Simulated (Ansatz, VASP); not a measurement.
Two plane-wave programs on GaGe

```xyz
2
Lattice="0.0000 2.8978 2.8978 2.8978 0.0000 2.8978 2.8978 2.8978 0.0000" Properties=species:S:1:pos:R:3 pbc="T T T"
Ge    0.0000    0.0000    0.0000
Ga    1.4489    1.4489    1.4489
```

Alike in both runs: functional PBE-based screened hybrid with a share of 0.25 of exact exchange and HFSCREEN = 0.3; k mesh 4 × 4 × 4; occupations fermi-dirac, width 0.05 eV; no spin polarisation.

```csv
,VASP,Ansatz
version,VASP 6.6.1,Ansatz 0.2.0
potentials or method,"VASP PAW PBE potentials, release 64 (Ge_d, Ga_d)",Ansatz PAW
plane-wave cutoff (eV),520,420
valence electrons in the cell,27,27
task,single point,band structure
```

```tsv
	VASP	Ansatz	Ansatz less VASP
gap on the k mesh at the Fermi level (eV)	none	none	-
pressure (GPa)	-1.4	-1.5	-0.13
```

VASP's potentials were made for PBE, not for PBE-based screened hybrid. A gap of «none» marks a metal or a gap that the smearing closes. The functional is the same, so the differences come from potentials, cutoffs and numerics.

The k mesh is coarse, so the values compare programs but aren't converged.
